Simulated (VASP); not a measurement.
# Ti (P6_3/mmc) in VASP: a series of runs, part 2 of 2

VASP 6.6.1. Earlier steps stand in the parts before.

## (4) Single point, LDA (14.89 Å³/atom)

This run uses another cell than the first one, of 14.89 Å³/atom.

Contents of INCAR:

```
PREC = Accurate
ENCUT = 520
EDIFF = 1E-6
ISMEAR = -1
SIGMA = 0.1
LREAL = F
LASPH = T
NELM = 60
ALGO = Normal
ISIF = 2
LWAVE = F
LCHARG = F
GGA = CA
NBANDS = 32
```

Contents of KPOINTS:

```
regular mesh
0
Gamma
  14 14 4
```

Contents of POSCAR:

```
Ti
1.0
    2.7786758901      0.0000000000      0.0000000000
   -1.3893379450      2.4064039097      0.0000000000
    0.0000000000      0.0000000000      8.9045979288
Ti
4
Direct
    0.0000000000      1.0000000000      0.0000000000
    0.0000000000      1.0000000000      0.5000000000
    0.3333333333      0.6666666667      0.2500000000
    0.6666666667      0.3333333333      0.7500000000
```

Potentials or basis: VASP PAW LDA potentials, release 64 (Ti_sv).

Launch:

```bash
$ cat potpaw_LDA.64/Ti_sv/POTCAR > POTCAR
$ mpirun -np 1 vasp_std > vasp.out
```

OUTCAR:

```text
PREC = Accurate
   ENCUT = 520
   EDIFF = 1E-6
   ISMEAR = -1
   LREAL = F
   LASPH = T
   NELM = 60
   ISIF = 2
   GGA = CA

 ion  position               nearest neighbor table
   1  0.000  0.000  0.000-   3 2.74   4 2.74   3 2.74   4 2.74   4 2.74   3 2.74
   2  0.000  0.000  0.500-   3 2.74   4 2.74   3 2.74   4 2.74   4 2.74   3 2.74
   3  0.333  0.667  0.250-   1 2.74   2 2.74   1 2.74   2 2.74   1 2.74   2 2.74
   4  0.667  0.333  0.750-   1 2.74   2 2.74   1 2.74   2 2.74   1 2.74   2 2.74

  LATTYP: Found a hexagonal cell.
 ALAT       =     2.7786758901
 C/A-ratio  =     3.2046191355

  Lattice vectors:

 A1 = (   2.7786758901,   0.0000000000,   0.0000000000)
 A2 = (  -1.3893379450,   2.4064039097,   0.0000000000)
 A3 = (   0.0000000000,   0.0000000000,   8.9045979288)

Analysis of symmetry for initial positions (statically):
=====================================================================
 Subroutine PRICEL returns:
 Original cell was already a primitive cell.

 Routine SETGRP: Setting up the symmetry group for a
 hexagonal supercell.

 Subroutine GETGRP returns: Found 24 space group operations
 (whereof 12 operations were pure point group operations)
 out of a pool of 24 trial point group operations.

The static configuration has the point symmetry D_3d.
 The point group associated with its full space group is D_6h.

Analysis of symmetry for dynamics (positions and initial velocities):
=====================================================================
 Subroutine PRICEL returns:
 Original cell was already a primitive cell.

 Routine SETGRP: Setting up the symmetry group for a
 hexagonal supercell.

 Subroutine GETGRP returns: Found 24 space group operations
 (whereof 12 operations were pure point group operations)
 out of a pool of 24 trial point group operations.

[... 121 lines left out ...]
   EFERMI_NEDOS =   21; number of points for ismear=-14 and -15
   IALGO  =     38    algorithm
   IMIX   =      4    mixing-type and parameters
     AMIX     =   0.40;   BMIX     =  1.00
     AMIX_MAG =   1.60;   BMIX_MAG =  1.00
  volume/ion in A,a.u.               =      14.89       100.45
  Fermi-wavevector in a.u.,A,eV,Ry     =   1.523638  2.879257 31.585536  2.321471
  Thomas-Fermi vector in A             =   2.632054
   LORBIT       =      0    0 simple, 1 ext, 2 COOP (PROOUT), +10 PAW based schemes
   GGA     = CA    functional components
   LHFCALC =     F    Hartree Fock is set to
   AEXX    =    0.0000 exact exchange contribution
   IVDW    =     0    specifies the selected vdW correction
   LEPSILON=     F    determine dielectric tensor
   LRPA    =     F    only Hartree local field effects (RPA)
 non-spin polarized calculation
  energy-cutoff  :      520.00
  volume of cell :       59.54
 maximum number of plane-waves:      1629
 NGX is ok and might be reduce to    24
   NGX = 11   NGY = 11   NGZ = 33

 number of electron      48.0000002 magnetization

 Free energy of the ion-electron system (eV)
  ---------------------------------------------------
  ext. energy  EPLUGINS =         0.00000000
  ---------------------------------------------------
  free energy    TOTEN  =       -33.93795429 eV

  energy without entropy =      -33.73964092  energy(sigma->0) =      -33.83879761

 E-fermi :   9.7507     XC(G=0): -12.5431

 val. band max:        9.7483603690   @ k =   0.3571   0.1429   0.2500
 cond. band min:       9.7512538850   @ k =   0.3571   0.2857   0.2500
 fundamental gap:      0.0028935160
 Fermi energy:         9.7506610334

 k-point     1 :       0.0000    0.0000    0.0000
  band No.  band energies     occupation
      1     -46.1009      2.00000
      2     -45.9875      2.00000
      3     -45.9608      2.00000
      4     -45.8443      2.00000
      5     -23.2494      2.00000
      6     -22.6932      2.00000
[... 829 lines left out ...]
     31      12.5931      0.00000
     32      12.9182      0.00000

 [... further k-points ...]

------------------------ aborting loop because EDIFF is reached ----------------------------------------

  FORCE on cell =-STRESS in cart. coord.  units (eV):
  Direction    XX          YY          ZZ          XY          YZ          ZX
  --------------------------------------------------------------------------------------
  -------------------------------------------------------------------------------------
  Total        4.2138997      4.2138997      4.4137530      0.0000000      0.0000000      0.0000000
  in kB      113.3898139    113.3898139    118.7675727      0.0000000      0.0000000      0.0000000
  external PRESSURE =     115.1824002 kB  Pullay stress =       0.0000000 kB

 VOLUME and BASIS-vectors are now :
 -----------------------------------------------------------------------------
  energy-cutoff  :      520.00
  volume of cell :       59.54
      direct lattice vectors                 reciprocal lattice vectors
     2.778675890  0.000000000  0.000000000     0.359883642  0.207778918  0.000000000
    -1.389337945  2.406403910  0.000000000     0.000000000  0.415557835  0.000000000
     0.000000000  0.000000000  8.904597929     0.000000000  0.000000000  0.112301533

 POSITION                                       TOTAL-FORCE (eV/Angst)
 -----------------------------------------------------------------------------------
      0.00000      0.00000      0.00000        -0.000000      0.000000     -0.000000
      0.00000      0.00000      4.45230        -0.000000      0.000000     -0.000000
     -0.00000      1.60427      2.22615        -0.000000      0.000000      0.000000
      1.38934      0.80213      6.67845         0.000000     -0.000000      0.000000
 -----------------------------------------------------------------------------------
    total drift:                               -0.000000      0.000000      0.000000

  FREE ENERGIE OF THE ION-ELECTRON SYSTEM (eV)
  ---------------------------------------------------
  free  energy   TOTEN  =       -33.9379542942 eV

  energy  without entropy=      -33.7396409244  energy(sigma->0) =      -33.83879761
```

OSZICAR:

```text
N       E                     dE             d eps       ncg     rms          rms(c)
DAV:   1     0.615467024486E+03    0.61547E+03   -0.23956E+04  4608   0.192E+03
DAV:   2     0.383888582583E+02   -0.57708E+03   -0.56304E+03  4680   0.563E+02
DAV:   3    -0.308186469983E+02   -0.69208E+02   -0.65448E+02  7536   0.166E+02
DAV:   4    -0.368940541910E+02   -0.60754E+01   -0.60027E+01  6648   0.470E+01
DAV:   5    -0.371690077829E+02   -0.27495E+00   -0.27465E+00  7056   0.896E+00    0.191E+01
DAV:   6    -0.338896214577E+02    0.32794E+01   -0.10801E+01  5880   0.292E+01    0.562E+00
DAV:   7    -0.339256809575E+02   -0.36059E-01   -0.18558E+00  6416   0.113E+01    0.347E+00
DAV:   8    -0.339319125869E+02   -0.62316E-02   -0.81472E-01  6352   0.104E+01    0.304E+00
DAV:   9    -0.339495735545E+02   -0.17661E-01   -0.59924E-01  6040   0.854E+00    0.934E-01
DAV:  10    -0.339373535531E+02    0.12220E-01   -0.75491E-02  5840   0.305E+00    0.130E-01
DAV:  11    -0.339378685469E+02   -0.51499E-03   -0.62075E-03  6320   0.658E-01    0.138E-01
DAV:  12    -0.339379505383E+02   -0.81991E-04   -0.12326E-03  6360   0.244E-01    0.151E-02
DAV:  13    -0.339379571993E+02   -0.66610E-05   -0.88904E-05  6944   0.580E-02    0.175E-02
DAV:  14    -0.339379552932E+02    0.19061E-05   -0.65308E-06  5032   0.255E-02    0.716E-03
DAV:  15    -0.339379542942E+02    0.99904E-06   -0.50638E-06  4912   0.121E-02
   1 F= -.33937954E+02 E0= -.33838798E+02  d E =-.198313E+00
```

stdout:

```text
POSCAR found type information on POSCAR Ti
 POSCAR found :  1 types and       4 ions
 scaLAPACK will be used
 LDA part: xc-table for (Slater(with rela. corr.)+CA(PZ))
 , standard interpolation
 POSCAR, INCAR and KPOINTS ok, starting setup
 FFT: planning ... GRIDC
 FFT: planning ... GRID_SOFT
 FFT: planning ... GRID
 WAVECAR not read
 entering main loop
```

It took 4.6 min on 1 thread of Intel Xeon 8259CL, shared host; peak memory 0.23 GiB.

What came out:

* Free energy: -33.9380 eV
* Pressure: 11.5 GPa
* Band gap on the k mesh: zero (bands 24 and 25 overlap by 1.23 eV)

Stress tensor (GPa, compression positive):
```
11.34  0.00  0.00
 0.00 11.34  0.00
 0.00  0.00 11.88
```

Levels at points of the mesh, in eV from the Fermi level:
| k point | band 22 | band 23 | band 24 | band 25 | band 26 | band 27 |
| --- | --- | --- | --- | --- | --- | --- |
| (0.00, 0.00, 0.00) | 0.12 | 0.67 | 0.67 | 0.77 | 0.77 | 1.01 |
| (0.50, 0.00, 0.00) | -1.43 | -1.23 | 0.01 | 0.10 | 0.60 | 1.30 |
| (0.00, 0.00, 0.50) | 0.52 | 0.66 | 0.66 | 0.84 | 0.84 | 0.84 |
| (0.50, 0.00, 0.50) | -1.89 | -0.09 | -0.09 | 0.94 | 0.94 | 1.01 |

Caveat: the cell stands under pressure.

## (5) The runs side by side

```tsv
cell	k mesh	gap on the mesh (eV)	pressure (GPa)
a = 2.857, b = 2.857, c = 9.156 Å, angles 90.0, 90.0, 120.0°, 4 atoms	12 × 12 × 4	none	-0.2
a = 2.738, b = 2.738, c = 8.774 Å, angles 90.0, 90.0, 120.0°, 4 atoms	14 × 14 × 4	none	19.1
a = 2.779, b = 2.779, c = 8.905 Å, angles 90.0, 90.0, 120.0°, 4 atoms	14 × 14 × 4	none	11.5
```

Alike in all rows: task single point; level LDA; potentials or basis VASP PAW LDA potentials, release 64 (Ti_sv); no spin polarisation; cutoff (eV) 520; smearing fermi-dirac 0.1 eV.

Caveats: the cell stands under pressure (at least some runs).

Total energies depend on the potentials used, so only differences within one code and one set of settings carry meaning.
